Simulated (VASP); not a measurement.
# Br (Pm-3m) in VASP: a series of runs

The runs below take Br through single point, relaxation of cell and atoms, with PBE.

Everything below comes from runs of VASP 6.6.1. Logs are shortened: lines on timing, memory, paths and dates and some standing lists are left out, and cuts for length are marked.

## 1. The cell of the first run

It takes space group Pm-3m (No. 221, cubic). The conventional cell has a = 2.600 Å, b = 2.600 Å, c = 2.600 Å, α = 90.00°, β = 90.00°, γ = 90.00°. Within 3.4 Å of Br (site symmetry m-3m) lie 6 Br at 2.60 Å.

## 2. Single point, PBE

Contents of INCAR:

```
SYSTEM = Br
ALGO = Normal ; EDIFF = 1E-7
ENCUT = 520 ; GGA = PE
ISIF = 2 ; ISMEAR = -1
LASPH = .TRUE. ; LCHARG = .FALSE.
LREAL = .FALSE. ; LWAVE = .FALSE.
NBANDS = 10 ; NELM = 80
PREC = Accurate ; SIGMA = 0.02
```

Contents of KPOINTS:

```
k-points
0
G
  15 15 15
  0 0 0
```

Contents of POSCAR:

```
Br
1.0
    2.5997557548      0.0000000000      0.0000000000
    0.0000000000      2.5997557548      0.0000000000
    0.0000000000      0.0000000000      2.5997557548
Br
1
Direct
    0.0000000000      0.0000000000      0.0000000000
```

Potentials or basis: VASP PAW PBE potentials, release 64 (Br).

On the command line:

```sh
$ cat potpaw_PBE.64/Br/POTCAR > POTCAR
$ mpirun -np 1 vasp_std > vasp.out
```

OUTCAR:

```text
SYSTEM = Br
   EDIFF = 1E-7
   ENCUT = 520
   GGA = PE
   ISIF = 2
   ISMEAR = -1
   LASPH = .TRUE.
   LREAL = .FALSE.
   NELM = 80
   PREC = Accurate

 ion  position               nearest neighbor table
   1  0.000  0.000  0.000-

  LATTYP: Found a simple cubic cell.
 ALAT       =     2.5997557548

  Lattice vectors:

 A1 = (   2.5997557548,   0.0000000000,   0.0000000000)
 A2 = (   0.0000000000,   2.5997557548,   0.0000000000)
 A3 = (   0.0000000000,   0.0000000000,   2.5997557548)

Analysis of symmetry for initial positions (statically):
=====================================================================
 Subroutine PRICEL returns:
 Original cell was already a primitive cell.

 Routine SETGRP: Setting up the symmetry group for a
 simple cubic supercell.

 Subroutine GETGRP returns: Found 48 space group operations
 (whereof 48 operations were pure point group operations)
 out of a pool of 48 trial point group operations.

The static configuration has the point symmetry O_h .

Analysis of symmetry for dynamics (positions and initial velocities):
=====================================================================
 Subroutine PRICEL returns:
 Original cell was already a primitive cell.

 Routine SETGRP: Setting up the symmetry group for a
 simple cubic supercell.

 Subroutine GETGRP returns: Found 48 space group operations
 (whereof 48 operations were pure point group operations)
 out of a pool of 48 trial point group operations.

The dynamic configuration has the point symmetry O_h .

 Subroutine INISYM returns: Found 48 space group operations
 (whereof 48 operations are pure point group operations),
 and found     1 'primitive' translations

----------------------------------------------------------------------------------------

                                     Primitive cell

  volume of cell :      17.5710

  direct lattice vectors                    reciprocal lattice vectors
     2.599755755  0.000000000  0.000000000     0.384651519  0.000000000  0.000000000
     0.000000000  2.599755755  0.000000000     0.000000000  0.384651519  0.000000000
     0.000000000  0.000000000  2.599755755     0.000000000  0.000000000  0.384651519

  length of vectors
     2.599755755  2.599755755  2.599755755     0.384651519  0.384651519  0.384651519

  position of ions in fractional coordinates (direct lattice)
     0.000000000  0.000000000  0.000000000

  ion indices of the primitive-cell ions
   primitive index   ion index
                 1           1

----------------------------------------------------------------------------------------

 KPOINTS: k-points

Automatic generation of k-mesh.
 Grid dimensions read from file:
 generate k-points for:   15   15   15

 Generating k-lattice:

  Cartesian coordinates                     Fractional coordinates (reciprocal lattice)
     0.025643435  0.000000000  0.000000000     0.066666667  0.000000000  0.000000000
     0.000000000  0.025643435  0.000000000     0.000000000  0.066666667  0.000000000
     0.000000000  0.000000000  0.025643435     0.000000000  0.000000000  0.066666667

  Length of vectors
     0.025643435  0.025643435  0.025643435

  Shift w.r.t. Gamma in fractional coordinates (k-lattice)
     0.000000000  0.000000000  0.000000000

 Subroutine IBZKPT returns following result:
 ===========================================

 Found    120 irreducible k-points:

 Following reciprocal coordinates:
            Coordinates               Weight
  0.000000  0.000000  0.000000      1.000000
  0.066667  0.000000  0.000000      6.000000
  0.133333  0.000000  0.000000      6.000000
  0.200000  0.000000  0.000000      6.000000
  0.266667  0.000000  0.000000      6.000000
  0.333333  0.000000  0.000000      6.000000
[... 16 lines left out ...]
  0.266667  0.200000  0.000000     24.000000
  0.333333  0.200000  0.000000     24.000000
 [... further k-points ...]
   k-points           NKPTS =    120   k-points in BZ     NKDIM =    120   number of bands    NBANDS=     10
   number of dos      NEDOS =    301   number of ions     NIONS =      1
   total plane-waves  NPLWV =   8000
   dimension x,y,z NGX =    20 NGY =   20 NGZ =   20
   dimension x,y,z NGXF=    40 NGYF=   40 NGZF=   40
   ions per type =               1
   NGX,Y,Z   is equivalent  to a cutoff of  12.79, 12.79, 12.79 a.u.
   NGXF,Y,Z  is equivalent  to a cutoff of  25.58, 25.58, 25.58 a.u.
 SYSTEM =  Br
   PREC   = accura    normal or accurate (medium, high low for compatibility)
   ISTART =      0    job   : 0-new  1-cont  2-samecut
   ICHARG =      2    charge: 1-file 2-atom 10-const
   ISPIN  =      1    spin polarized calculation?
   LNONCOLLINEAR =      F non collinear calculations
   LSORBIT =      F    spin-orbit coupling
   LASPH  =      T    aspherical Exc in radial PAW
   ENCUT  =  520.0 eV  38.22 Ry    6.18 a.u.   4.83  4.83  4.83*2*pi/ulx,y,z
   NELM   =     80;   NELMIN=  2; NELMDL= -5     # of ELM steps
   EDIFF  = 0.1E-06   stopping-criterion for ELM
   LREAL  =      F    real-space projection
   EDIFFG = 0.1E-05   stopping-criterion for IOM
   NSW    =      0    number of steps for IOM
   IBRION =     -1    ionic relax: 0-MD 1-quasi-New 2-CG
   NFREE  =      0    steps in history (QN), initial steepest desc. (CG)
   ISIF   =      2    stress and relaxation
   ISYM   =      2    0-nonsym 1-usesym 2-fastsym
   POTIM  = 0.5000    time-step for ionic-motion
   TEBEG  =    0.0;   TEEND  =   0.0 temperature during run
   PSTRESS=    0.0 pullay stress
   NELECT =       7.0000    total number of electrons
   NUPDOWN=      -1.0000    fix difference up-down
   EMIN   =  10.00;   EMAX   =-10.00  energy-range for DOS
   EFERMI =   0.00;   METHOD = LEGACY
   ISMEAR =    -1;   SIGMA  =   0.02  broadening in eV -4-tet -1-fermi 0-gaus
   EFERMI_NEDOS =   21; number of points for ismear=-14 and -15
   IALGO  =     38    algorithm
   IMIX   =      4    mixing-type and parameters
     AMIX     =   0.40;   BMIX     =  1.00
     AMIX_MAG =   1.60;   BMIX_MAG =  1.00
  volume/ion in A,a.u.               =      17.57       118.58
  Fermi-wavevector in a.u.,A,eV,Ry     =   1.204597  2.276357 19.742774  1.451053
  Thomas-Fermi vector in A             =   2.340317
   LORBIT       =      0    0 simple, 1 ext, 2 COOP (PROOUT), +10 PAW based schemes
   GGA     = PE    functional components
   LHFCALC =     F    Hartree Fock is set to
   AEXX    =    0.0000 exact exchange contribution
   IVDW    =     0    specifies the selected vdW correction
   LEPSILON=     F    determine dielectric tensor
   LRPA    =     F    only Hartree local field effects (RPA)
 non-spin polarized calculation
  energy-cutoff  :      520.00
  volume of cell :       17.57
 maximum number of plane-waves:       487
 NGX is ok and might be reduce to    20
   NGX =  9   NGY =  9   NGZ =  9

 number of electron       7.0000002 magnetization

 Free energy of the ion-electron system (eV)
  ---------------------------------------------------
  ext. energy  EPLUGINS =         0.00000000
  ---------------------------------------------------
  free energy    TOTEN  =         0.15329914 eV

  energy without entropy =        0.15412684  energy(sigma->0) =        0.15371299

 E-fermi :   8.3616     XC(G=0): -11.0844

 val. band max:        8.3574527716   @ k =   0.1333   0.1333   0.0000
 cond. band min:       8.3880799039   @ k =   0.4000   0.3333   0.1333
 fundamental gap:      0.0306271323
 Fermi energy:         8.3615742141

 k-point     1 :       0.0000    0.0000    0.0000
  band No.  band energies     occupation
      1     -12.3917      2.00000
      2       7.8908      2.00000
      3       7.8908      2.00000
      4       7.8908      2.00000
      5      15.1003      0.00000
      6      15.1003      0.00000
      7      16.1925      0.00000
      8      31.9285      0.00000
      9      31.9285      0.00000
     10      31.9285      0.00000

 k-point     2 :       0.0667    0.0000    0.0000
  band No.  band energies     occupation
      1     -12.3150      2.00000
      2       7.0657      2.00000
      3       7.9506      2.00000
      4       7.9506      2.00000
      5      15.1744      0.00000
      6      15.6494      0.00000
      7      16.7120      0.00000
      8      30.6190      0.00000
      9      30.6190      0.00000
     10      31.9853      0.00000

 k-point     3 :       0.1333    0.0000    0.0000
  band No.  band energies     occupation
      1     -12.0886      2.00000
      2       5.3145      2.00000
      3       8.1249      1.99999
      4       8.1249      1.99999
      5      15.3931      0.00000
      6      16.1386      0.00000
      7      18.6799      0.00000
      8      28.5915      0.00000
      9      28.5915      0.00000
     10      31.9103      0.00000

 k-point     4 :       0.2000    0.0000    0.0000
  band No.  band energies     occupation
      1     -11.7247      2.00000
      2       3.3809      2.00000
      3       8.3969      0.29194
      4       8.3969      0.29194
      5      15.7447      0.00000
      6      16.6243      0.00000
      7      21.1735      0.00000
      8      26.6462      0.00000
      9      26.6462      0.00000
     10      30.2868      0.00000

 k-point     5 :       0.2667    0.0000    0.0000
  band No.  band energies     occupation
      1     -11.2488      2.00000
      2       1.5473      2.00000
      3       8.7357      0.00000
      4       8.7357      0.00000
      5      16.2041      0.00000
      6      17.2564      0.00000
      7      23.2517      0.00000
      8      24.9295      0.00000
      9      24.9295      0.00000
     10      28.9831      0.00000

 k-point     6 :       0.3333    0.0000    0.0000
  band No.  band energies     occupation
      1     -10.7109      2.00000
      2      -0.0470      2.00000
      3       9.0925      0.00000
      4       9.0925      0.00000
      5      16.7228      0.00000
      6      18.0505      0.00000
      7      23.5246      0.00000
      8      23.5246      0.00000
      9      23.6352      0.00000
     10      27.3389      0.00000
[... 183 lines left out ...]
 k-point    21 :       0.4667    0.1333    0.0000
  band No.  band energies     occupation
      1      -9.5749      2.00000
      2      -1.6757      2.00000
      3       7.3094      2.00000
      4       9.7994      0.00000
      5      17.1567      0.00000
      6      18.7454      0.00000
      7      22.2547      0.00000
      8      22.2737      0.00000
      9      23.5824      0.00000
     10      29.0957      0.00000

 k-point    22 :       0.2000    0.2000    0.0000
  band No.  band energies     occupation
      1     -11.0582      2.00000
      2       3.8649      2.00000
      3       4.0899      2.00000
      4       8.8949      0.00000
      5      16.8401      0.00000
      6      19.4761      0.00000
      7      22.0019      0.00000
      8      23.8285      0.00000
      9      26.7689      0.00000
     10      27.8358      0.00000

 k-point    23 :       0.2667    0.2000    0.0000
  band No.  band energies     occupation
      1     -10.5825      2.00000
      2       2.1518      2.00000
      3       4.3951      2.00000
      4       9.2274      0.00000
      5      17.1387      0.00000
      6      18.4555      0.00000
      7      23.0776      0.00000
      8      25.1314      0.00000
      9      25.4731      0.00000
     10      27.8443      0.00000

 k-point    24 :       0.3333    0.2000    0.0000
  band No.  band energies     occupation
      1     -10.0447      2.00000
      2       0.5686      2.00000
      3       4.8414      2.00000
      4       9.5766      0.00000
      5      16.5274      0.00000
      6      18.3809      0.00000
      7      23.5668      0.00000
      8      24.1346      0.00000
      9      25.8047      0.00000
     10      28.2487      0.00000

 [... further k-points ...]

------------------------ aborting loop because EDIFF is reached ----------------------------------------

  FORCE on cell =-STRESS in cart. coord.  units (eV):
  Direction    XX          YY          ZZ          XY          YZ          ZX
  --------------------------------------------------------------------------------------
  -------------------------------------------------------------------------------------
  Total        6.5880427      6.5880427      6.5880427     -0.0000000      0.0000000     -0.0000000
  in kB      600.7162021    600.7162021    600.7162021     -0.0000000      0.0000000     -0.0000000
  external PRESSURE =     600.7162021 kB  Pullay stress =       0.0000000 kB

 VOLUME and BASIS-vectors are now :
 -----------------------------------------------------------------------------
  energy-cutoff  :      520.00
  volume of cell :       17.57
      direct lattice vectors                 reciprocal lattice vectors
     2.599755755  0.000000000  0.000000000     0.384651519  0.000000000  0.000000000
     0.000000000  2.599755755  0.000000000     0.000000000  0.384651519  0.000000000
     0.000000000  0.000000000  2.599755755     0.000000000  0.000000000  0.384651519

 POSITION                                       TOTAL-FORCE (eV/Angst)
 -----------------------------------------------------------------------------------
      0.00000      0.00000      0.00000         0.000000      0.000000      0.000000
 -----------------------------------------------------------------------------------
    total drift:                               -0.000000     -0.000000      0.000000

  FREE ENERGIE OF THE ION-ELECTRON SYSTEM (eV)
  ---------------------------------------------------
  free  energy   TOTEN  =         0.1532991408 eV

  energy  without entropy=        0.1541268366  energy(sigma->0) =        0.15371299
```

It took 6.1 s on 1 thread of Intel Xeon 6975P-C (Granite Rapids), shared host; peak memory 0.13 GiB.

What came out:

- Free energy: 0.1533 eV
- Pressure: 60.1 GPa
- Band gap on the k mesh: zero (an odd number of electrons rules out a gap without spin polarisation)

Levels at points of the mesh, in eV from the Fermi level:
```csv
k point,band 1,band 2,band 3,band 4,band 5,band 6,band 7,band 8,band 9
"(0.00, 0.00, 0.00)",-20.75,-0.47,-0.47,-0.47,6.74,6.74,7.83,23.57,23.57
```

Caveat: the cell stands under pressure; an odd number of electrons without spin polarisation forces a metal; a magnetic or distorted state may lie lower.

## 3. Single point, PBE

This run uses another cell than the first one, of 19.23 Å³/atom.

Contents of INCAR:

```
PREC = Accurate
ENCUT = 520
EDIFF = 1E-7
ISMEAR = -1
SIGMA = 0.02
LREAL = False
LASPH = True
NELM = 100
ALGO = Normal
ISIF = 2
LWAVE = False
LCHARG = True
GGA = PE
LELF = True
LVHAR = True
NBANDS = 10
```

Contents of KPOINTS:

```
Automatic mesh
0
Gamma
  15 15 15
```

Contents of POSCAR:

```
Br
1.0
    2.6790609492      0.0000000000      0.0000000000
    0.0000000000      2.6790609492      0.0000000000
    0.0000000000      0.0000000000      2.6790609492
Br
1
Direct
    0.0000000000      0.0000000000      0.0000000000
```

Potentials or basis: VASP PAW PBE potentials, release 64 (Br).

On the command line:

```sh
$ cat potpaw_PBE.64/Br/POTCAR > POTCAR
$ mpirun -np 1 vasp_std > vasp.out
```

OUTCAR:

```text
PREC = Accurate
   ENCUT = 520
   EDIFF = 1E-7
   ISMEAR = -1
   LREAL = False
   LASPH = True
   NELM = 100
   ISIF = 2
   GGA = PE

 ion  position               nearest neighbor table
   1  0.000  0.000  0.000-

  LATTYP: Found a simple cubic cell.
 ALAT       =     2.6790609492

  Lattice vectors:

 A1 = (   2.6790609492,   0.0000000000,   0.0000000000)
 A2 = (   0.0000000000,   2.6790609492,   0.0000000000)
 A3 = (   0.0000000000,   0.0000000000,   2.6790609492)

Analysis of symmetry for initial positions (statically):
=====================================================================
 Subroutine PRICEL returns:
 Original cell was already a primitive cell.

 Routine SETGRP: Setting up the symmetry group for a
 simple cubic supercell.

 Subroutine GETGRP returns: Found 48 space group operations
 (whereof 48 operations were pure point group operations)
 out of a pool of 48 trial point group operations.

[... 163 lines left out ...]
 cond. band min:       6.8405715326   @ k =   0.3333   0.0667   0.0000
 fundamental gap:      0.0198445304
 Fermi energy:         6.8343958265

 k-point     1 :       0.0000    0.0000    0.0000
  band No.  band energies     occupation
      1     -12.7543      2.00000
      2       6.4483      2.00000
      3       6.4483      2.00000
      4       6.4483      2.00000
      5      14.0498      0.00000
      6      14.0498      0.00000
      7      14.3470      0.00000
      8      29.6357      0.00000
      9      29.6357      0.00000
     10      29.6357      0.00000
[... 287 lines left out ...]
 k-point    24 :       0.3333    0.2000    0.0000
  band No.  band energies     occupation
      1     -10.7087      2.00000
      2      -0.0890      2.00000
      3       3.7233      2.00000
      4       7.8924      0.00000
      5      15.2439      0.00000
      6      16.8988      0.00000
      7      21.5680      0.00000
      8      22.4476      0.00000
      9      23.7954      0.00000
     10      26.2466      0.00000

 [... further k-points ...]

------------------------ aborting loop because EDIFF is reached ----------------------------------------

  FORCE on cell =-STRESS in cart. coord.  units (eV):
  Direction    XX          YY          ZZ          XY          YZ          ZX
  --------------------------------------------------------------------------------------
  -------------------------------------------------------------------------------------
  Total        4.8043684      4.8043684      4.8043684      0.0000000      0.0000000     -0.0000000
  in kB      400.3124558    400.3124558    400.3124558      0.0000000      0.0000000     -0.0000000
  external PRESSURE =     400.3124558 kB  Pullay stress =       0.0000000 kB

 VOLUME and BASIS-vectors are now :
 -----------------------------------------------------------------------------
  energy-cutoff  :      520.00
  volume of cell :       19.23
      direct lattice vectors                 reciprocal lattice vectors
     2.679060949  0.000000000  0.000000000     0.373265118  0.000000000  0.000000000
     0.000000000  2.679060949  0.000000000     0.000000000  0.373265118  0.000000000
     0.000000000  0.000000000  2.679060949     0.000000000  0.000000000  0.373265118

 POSITION                                       TOTAL-FORCE (eV/Angst)
 -----------------------------------------------------------------------------------
      0.00000      0.00000      0.00000         0.000000      0.000000      0.000000
 -----------------------------------------------------------------------------------
    total drift:                               -0.000000     -0.000000      0.000000

  FREE ENERGIE OF THE ION-ELECTRON SYSTEM (eV)
  ---------------------------------------------------
  free  energy   TOTEN  =        -0.3577457436 eV

  energy  without entropy=       -0.3568550404  energy(sigma->0) =       -0.35730039
```

stdout:

```text
POSCAR found type information on POSCAR Br
 POSCAR found :  1 types and       1 ions
 scaLAPACK will be used
 LDA part: xc-table for (Slater+PW92), standard interpolation
 POSCAR, INCAR and KPOINTS ok, starting setup
 FFT: planning ... GRIDC
 FFT: planning ... GRID_SOFT
 FFT: planning ... GRID
 WAVECAR not read
 entering main loop
```

It took 6.5 s on 1 thread of Intel Xeon 6975P-C (Granite Rapids), shared host; peak memory 0.13 GiB.

Results:

```yaml
Free_energy: -0.3577 eV
Pressure: 40.0 GPa
Band_gap_on_the_k_mesh: zero (an odd number of electrons rules out a gap without spin polarisation)
```

Caveat: the cell stands under pressure; an odd number of electrons without spin polarisation forces a metal; a magnetic or distorted state may lie lower.

(Continued in part 2 of 2.)

The gap in the log of VASP goes by the Fermi energy; the results here count the filled bands.